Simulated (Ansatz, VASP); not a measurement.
# RbIr in VASP and in Ansatz

```xyz
2
Lattice="3.8144 0.0000 0.0000 0.0000 3.8144 0.0000 0.0000 0.0000 3.8144" Properties=species:S:1:pos:R:3 pbc="T T T"
Rb    0.0000    0.0000    0.0000
Ir    1.9072    1.9072    1.9072
```

Alike in both runs: functional PBE; k mesh 9 × 9 × 9; occupations fermi-dirac, width 0.05 eV; no spin polarisation.

Ansatz relaxed the structure, and its values are those at the end. VASP's run is a single point on that final structure, the one shown.

|  | VASP | Ansatz |
| --- | --- | --- |
| version | VASP 6.6.1 | Ansatz 0.2.0 |
| potentials or method | VASP PAW PBE potentials, release 64 (Rb_sv, Ir), cutoff 520 eV | all-electron LAPW, non-relativistic |

|  | VASP | Ansatz | Ansatz less VASP |
| --- | --- | --- | --- |
| pressure (GPa) | 0.0 | 0.0 | +0.02 |

Ansatz ran all-electron here, and VASP with PAW potentials.

Spin-orbit coupling is off throughout.
